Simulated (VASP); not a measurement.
Write the native input for VASP 6.6.1 that does the following.

| Item | Value |
| --- | --- |
| Task | single point |
| Functional | PBE |
| Potentials or basis | VASP PAW PBE potentials, release 64 (Ba_sv, Zn, F_h) |
| Cutoff | 1350 eV |
| k mesh | 4 × 4 × 4 |
| Occupations | gaussian, width 0.1 eV |
| Spin | no spin polarisation |
| Dipole correction | no |
| Further INCAR settings | ALGO = Normal; EDIFF = 1e-06; NBANDS = 32 |

The structure of Ba3ZnF lies in POSCAR:

```
Ba3ZnF
1.0
    4.9529792300      0.0000000000      0.0000000000
    0.0000000000      4.9529792300      0.0000000000
    0.0000000000      0.0000000000      4.9529792300
Ba Zn F
3 1 1
Direct
    0.0000000000      0.5000000000      0.5000000000
    0.5000000000      0.0000000000      0.5000000000
    0.5000000000      0.5000000000      0.0000000000
    0.0000000000      0.0000000000      0.0000000000
    0.5000000000      0.5000000000      0.5000000000
```

The cell was generated, and may not be a known phase.

One way to write it, as run:

INCAR

```
SYSTEM = Ba3ZnF
PREC = Accurate
ENCUT = 1350
EDIFF = 1E-6
ISMEAR = 0
SIGMA = 0.1
LREAL = .False.
LASPH = .True.
NELM = 120
ALGO = Normal
ISIF = 2
LWAVE = .False.
LCHARG = .False.
GGA = PE
NBANDS = 32
GGA_COMPAT = .False.
```

KPOINTS

```
regular mesh
0
Gamma
  4 4 4
  0 0 0
```

Potentials or basis: VASP PAW PBE potentials, release 64 (Ba_sv, Zn, F_h).

Launch:

```console
$ cat potpaw_PBE.64/Ba_sv/POTCAR potpaw_PBE.64/Zn/POTCAR potpaw_PBE.64/F_h/POTCAR > POTCAR
$ mpirun -np 1 vasp_std > vasp.out
```

Results of the run:

```
Pressure               : 18.2 GPa
Band gap on the k mesh : zero (an odd number of electrons rules out a gap without spin polarisation)
```

Caveat: the cell stands under pressure; spin-orbit coupling is left out, which moves the levels of the heavy elements.

It took 99 s on 1 thread of Intel(R) Xeon(R) 6975P-C (Granite Rapids), on a shared host, peak memory 0.56 GiB.
